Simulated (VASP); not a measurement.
# GdO (F-43m) in VASP: a series of runs

The runs below take GdO through single point, with LDA, PBEsol.

Everything below comes from runs of VASP 6.6.1. Logs are shortened: lines on timing, memory, paths and dates and some standing lists are left out, and cuts for length are marked.

### Step 1. The cell of the first run

Symmetry: F-43m, No. 216, cubic system. The conventional cell has a = 5.290 Å, b = 5.290 Å, c = 5.290 Å, α = 90.00°, β = 90.00°, γ = 90.00°. Within 3.0 Å of Gd (site symmetry -43m) lie 4 O at 2.29 Å. Within 3.0 Å of O (site symmetry -43m) lie 4 Gd at 2.29 Å.

### Step 2. Single point, LDA, collinear spin, ferromagnetic start (18.50 Å³/atom)

INCAR reads:

```
SYSTEM = GdO
PREC     = Accurate       ! precision mode
ENCUT    = 520            ! plane-wave cutoff, eV
EDIFF    = 1E-6           ! SCF threshold, eV
ISMEAR   = -1             ! smearing method
SIGMA    = 0.05           ! smearing width, eV
LREAL    = .FALSE.        ! projectors in reciprocal space
LASPH    = .TRUE.         ! aspherical terms in the spheres
NELM     = 150            ! most SCF steps
ALGO     = Normal         ! electronic algorithm
ISIF     = 2              ! what is computed and relaxed
LWAVE    = .FALSE.        ! write WAVECAR
LCHARG   = .FALSE.        ! write CHGCAR
ISPIN    = 2              ! spin polarisation
MAGMOM   = 7 0            ! initial moments
LORBIT   = 11             ! projections on sites
LMAXMIX  = 6              ! l up to which the mixer works
GGA      = CA             ! functional
NBANDS   = 23             ! bands
```

KPOINTS reads:

```
Automatic mesh
0
G
  9 9 9
  0 0 0
```

POSCAR reads:

```
GdO
1.0
    0.0000000000      2.6448824935      2.6448824935
    2.6448824935      0.0000000000      2.6448824935
    2.6448824935      2.6448824935      0.0000000000
Gd O
1 1
Direct
    0.0000000000      0.0000000000      0.0000000000
    0.7500000000      0.7500000000      0.7500000000
```

Potentials or basis: VASP PAW PBE potentials, release 64 (Gd, O).

Started as:

```sh
> cat potpaw_PBE.64/Gd/POTCAR potpaw_PBE.64/O/POTCAR > POTCAR
> mpirun -np 1 vasp_std > vasp.out
```

OUTCAR:

```text
SYSTEM = GdO
   PREC = Accurate
   ENCUT = 520
   EDIFF = 1E-6
   ISMEAR = -1
   LREAL = .FALSE.
   LASPH = .TRUE.
   NELM = 150
   ISIF = 2
   ISPIN = 2
   LORBIT = 11
   GGA = CA

 ion  position               nearest neighbor table
   1  0.000  0.000  0.000-   2 2.29   2 2.29   2 2.29   2 2.29
   2  0.750  0.750  0.750-   1 2.29   1 2.29   1 2.29   1 2.29

  LATTYP: Found a face centered cubic cell.
 ALAT       =     5.2897649870

  Lattice vectors:

 A1 = (   0.0000000000,   2.6448824935,   2.6448824935)
 A2 = (   2.6448824935,   0.0000000000,   2.6448824935)
 A3 = (   2.6448824935,   2.6448824935,   0.0000000000)

Analysis of symmetry for initial positions (statically):
=====================================================================
 Subroutine PRICEL returns:
 Original cell was already a primitive cell.

 Routine SETGRP: Setting up the symmetry group for a
 face centered cubic supercell.

 Subroutine GETGRP returns: Found 24 space group operations
 (whereof 24 operations were pure point group operations)
 out of a pool of 48 trial point group operations.

The static configuration has the point symmetry T_d .

Analysis of symmetry for dynamics (positions and initial velocities):
=====================================================================
 Subroutine PRICEL returns:
 Original cell was already a primitive cell.

 Routine SETGRP: Setting up the symmetry group for a
 face centered cubic supercell.

 Subroutine GETGRP returns: Found 24 space group operations
 (whereof 24 operations were pure point group operations)
 out of a pool of 48 trial point group operations.

The dynamic configuration has the point symmetry T_d .

Analysis of structural, dynamic, and magnetic symmetry:
=====================================================================
 Subroutine PRICEL returns:
 Original cell was already a primitive cell.

 Routine SETGRP: Setting up the symmetry group for a
 face centered cubic supercell.

 Subroutine GETGRP returns: Found 24 space group operations
 (whereof 24 operations were pure point group operations)
 out of a pool of 48 trial point group operations.

The overall configuration has the point symmetry T_d .

 Subroutine INISYM returns: Found 24 space group operations
 (whereof 24 operations are pure point group operations),
 and found     1 'primitive' translations

[... 115 lines left out ...]
  volume/ion in A,a.u.               =      18.50       124.86
  Fermi-wavevector in a.u.,A,eV,Ry     =   1.417084  2.677900 27.322219  2.008126
  Thomas-Fermi vector in A             =   2.538351
   LORBIT       =     11    0 simple, 1 ext, 2 COOP (PROOUT), +10 PAW based schemes
   GGA     = CA    functional components
   LHFCALC =     F    Hartree Fock is set to
   AEXX    =    0.0000 exact exchange contribution
   IVDW    =     0    specifies the selected vdW correction
   LEPSILON=     F    determine dielectric tensor
   LRPA    =     F    only Hartree local field effects (RPA)
 spin polarized calculation
  energy-cutoff  :      520.00
  volume of cell :       37.00
 maximum number of plane-waves:      1018
   NGX = 13   NGY = 13   NGZ = 13

 number of electron      24.0000010 magnetization       6.8566457

 Free energy of the ion-electron system (eV)
  ---------------------------------------------------
  ext. energy  EPLUGINS =         0.00000000
  ---------------------------------------------------
  free energy    TOTEN  =       -22.98475047 eV

  energy without entropy =      -22.95533496  energy(sigma->0) =      -22.97004271

 E-fermi :   4.1348     XC(G=0): -10.8309

 val. band max:        4.1302277714   @ k =  -0.3333   0.3333   0.0000
 cond. band min:       4.1364440397   @ k =   0.4444   0.3333   0.0000
 fundamental gap:      0.0062162683
 Fermi energy:         4.1348053132

 spin component 1

 k-point     1 :       0.0000    0.0000    0.0000
  band No.  band energies     occupation
      1     -40.5508      1.00000
      2     -18.0271      1.00000
      3     -18.0271      1.00000
      4     -18.0271      1.00000
      5     -15.3149      1.00000
      6      -2.0646      1.00000
[... 613 lines left out ...]
     22      14.4015      0.00000
     23      15.1702      0.00000

 [... further k-points ...]

 spin component 2

 k-point     1 :       0.0000    0.0000    0.0000
  band No.  band energies     occupation
      1     -37.8021      1.00000
      2     -15.9790      1.00000
      3     -15.9790      1.00000
      4     -15.9790      1.00000
      5     -15.3050      1.00000
      6      -1.8612      1.00000
[... 613 lines left out ...]
     22      15.2349      0.00000
     23      15.7271      0.00000

 [... further k-points ...]

------------------------ aborting loop because EDIFF is reached ----------------------------------------

  FORCE on cell =-STRESS in cart. coord.  units (eV):
  Direction    XX          YY          ZZ          XY          YZ          ZX
  --------------------------------------------------------------------------------------
  -------------------------------------------------------------------------------------
  Total       -0.3959714     -0.3959714     -0.3959714      0.0000000      0.0000000     -0.0000000
  in kB      -17.1445169    -17.1445169    -17.1445169      0.0000000      0.0000000     -0.0000000
  external PRESSURE =     -17.1445169 kB  Pullay stress =       0.0000000 kB

 VOLUME and BASIS-vectors are now :
 -----------------------------------------------------------------------------
  energy-cutoff  :      520.00
  volume of cell :       37.00
      direct lattice vectors                 reciprocal lattice vectors
     0.000000000  2.644882493  2.644882493    -0.189044315  0.189044315  0.189044315
     2.644882493  0.000000000  2.644882493     0.189044315 -0.189044315  0.189044315
     2.644882493  2.644882493  0.000000000     0.189044315  0.189044315 -0.189044315

 POSITION                                       TOTAL-FORCE (eV/Angst)
 -----------------------------------------------------------------------------------
      0.00000      0.00000      0.00000        -0.000000     -0.000000     -0.000000
      3.96732      3.96732      3.96732         0.000000      0.000000      0.000000
 -----------------------------------------------------------------------------------
    total drift:                                0.000000      0.000000      0.000000

  FREE ENERGIE OF THE ION-ELECTRON SYSTEM (eV)
  ---------------------------------------------------
  free  energy   TOTEN  =       -22.9847504664 eV

  energy  without entropy=      -22.9553349552  energy(sigma->0) =      -22.97004271

 total charge

# of ion       s       p       d       f       tot
--------------------------------------------------
    1        2.031   5.606   0.491   7.152  15.280
    2        1.559   3.423   0.000   0.000   4.981
--------------------------------------------------
tot          3.590   9.028   0.491   7.152  20.261

 magnetization (x)

# of ion       s       p       d       f       tot
--------------------------------------------------
    1       -0.004  -0.051   0.084   6.616   6.645
    2       -0.003  -0.047   0.000   0.000  -0.050
--------------------------------------------------
tot         -0.007  -0.098   0.084   6.616   6.595
```

OSZICAR:

```text
N       E                     dE             d eps       ncg     rms          rms(c)
DAV:   1     0.149082480262E+03    0.14908E+03   -0.87338E+03  4646   0.541E+03
DAV:   2    -0.321249086115E+01   -0.15229E+03   -0.13323E+03  4607   0.472E+02
DAV:   3    -0.214394695160E+02   -0.18227E+02   -0.17805E+02  4715   0.116E+02
DAV:   4    -0.234311432292E+02   -0.19917E+01   -0.19710E+01  6082   0.256E+01
DAV:   5    -0.234906409653E+02   -0.59498E-01   -0.59365E-01  4922   0.578E+00    0.431E+01
DAV:   6    -0.261156870231E+02   -0.26250E+01   -0.22537E+01  5156   0.151E+02    0.825E+01
DAV:   7    -0.230322493105E+02    0.30834E+01   -0.45028E+00  5030   0.827E+01    0.335E+01
DAV:   8    -0.229889779456E+02    0.43271E-01   -0.11978E+00  5655   0.286E+01    0.181E+01
DAV:   9    -0.229716107971E+02    0.17367E-01   -0.27035E-01  5454   0.754E+00    0.846E+00
DAV:  10    -0.229828418090E+02   -0.11231E-01   -0.49025E-02  5618   0.687E+00    0.204E+00
DAV:  11    -0.229846384820E+02   -0.17967E-02   -0.61750E-03  5947   0.195E+00    0.717E-01
DAV:  12    -0.229847684422E+02   -0.12996E-03   -0.19449E-03  5628   0.935E-01    0.306E-01
DAV:  13    -0.229847642333E+02    0.42089E-05   -0.15264E-04  5517   0.123E-01    0.177E-01
DAV:  14    -0.229847511699E+02    0.13063E-04   -0.25747E-05  5592   0.109E-01    0.110E-01
DAV:  15    -0.229847501490E+02    0.10209E-05   -0.12133E-05  5411   0.458E-02    0.807E-02
DAV:  16    -0.229847504664E+02   -0.31737E-06   -0.14935E-06  3084   0.984E-03
   1 F= -.22984750E+02 E0= -.22970043E+02  d E =-.294155E-01  mag=     6.8566
```

It took 2.2 min on 1 thread of Intel Xeon 8259CL, shared host; peak memory 0.19 GiB.

Results:

```
Free energy                                           : -22.9848 eV
Pressure                                              : -1.7 GPa
Net moment                                            : 6.86 μB per cell
Site moments                                          : Gd +6.64; O -0.05 μB
Valence electrons inside the program's atomic spheres : Gd 15.28; O 4.98
```

Levels at points of the mesh, in eV from the Fermi level:
Spin up:
```csv
k point,band 12,band 13,band 14,band 15,band 16,band 17,band 18,band 19
"(0.00, 0.00, 0.00)",-3.96,-3.92,-3.92,-3.92,-1.64,2.79,2.79,5.05
```
Spin down:
| k point | band 5 | band 6 | band 7 | band 8 | band 9 | band 10 | band 11 | band 12 | band 13 | band 14 |
| --- | --- | --- | --- | --- | --- | --- | --- | --- | --- | --- |
| (0.00, 0.00, 0.00) | -19.44 | -6.00 | -6.00 | -6.00 | -1.95 | 0.59 | 0.59 | 0.59 | 0.82 | 0.82 |

Caveat: the PAW data sets were made with another functional, which shifts forces and pressure a little; spin-orbit coupling is left out, which moves the levels of the heavy elements; a cell with one magnetic atom can't hold antiferromagnetic order, which such compounds often take; semilocal functionals describe open f shells poorly, which spoils levels, moments and volumes. With open d or f shells a metallic result of LDA can be an artefact of self-interaction; +U or a hybrid may open a gap.

### Step 3. Single point, PBEsol, collinear spin, ferromagnetic start (18.50 Å³/atom)

INCAR reads:

```
PREC = Accurate
ENCUT = 520
EDIFF = 1E-6
ISMEAR = -1
SIGMA = 0.05
LREAL = F
LASPH = T
NELM = 150
ALGO = Normal
ISIF = 2
LWAVE = F
LCHARG = F
ISPIN = 2
MAGMOM = 7 0
LORBIT = 11
LMAXMIX = 6
GGA = PS
NBANDS = 23
```

KPOINTS reads:

```
regular mesh
0
Gamma
  9 9 9
```

POSCAR is that of step 2.

Potentials or basis: VASP PAW PBE potentials, release 64 (Gd, O).

Started as:

```sh
> cat potpaw_PBE.64/Gd/POTCAR potpaw_PBE.64/O/POTCAR > POTCAR
> mpirun -np 1 vasp_std > vasp.out
```

Run time: 2.7 min. Hardware: 1 thread of Intel Xeon 8259CL, shared host; peak memory 0.21 GiB.

It converged, with:

```yaml
Free_energy: -22.7164 eV
Pressure: 1.6 GPa
Net_moment: 7.51 μB per cell
Site_moments: Gd +6.87; O -0.03 μB
Valence_electrons_inside_the_program's_atomic_spheres: Gd 15.25; O 5.00
```

Levels at points of the mesh, in eV from the Fermi level:
Spin up:
| k point | band 13 | band 14 | band 15 | band 16 | band 17 | band 18 | band 19 | band 20 |
| --- | --- | --- | --- | --- | --- | --- | --- | --- |
| (0.00, 0.00, 0.00) | -4.52 | -4.52 | -4.52 | -2.16 | 2.58 | 2.58 | 4.75 | 4.75 |
Spin down:
```tsv
k point	band 5	band 6	band 7	band 8	band 9	band 10	band 11	band 12
(0.00, 0.00, 0.00)	-19.68	-5.97	-5.97	-5.97	-1.58	0.47	0.47	0.47
```

Caveat: the PAW data sets were made with another functional, which shifts forces and pressure a little; spin-orbit coupling is left out, which moves the levels of the heavy elements; a cell with one magnetic atom can't hold antiferromagnetic order, which such compounds often take; semilocal functionals describe open f shells poorly, which spoils levels, moments and volumes. With open d or f shells a metallic result of PBEsol can be an artefact of self-interaction; +U or a hybrid may open a gap.

(Part 1 of 2 ends here.)
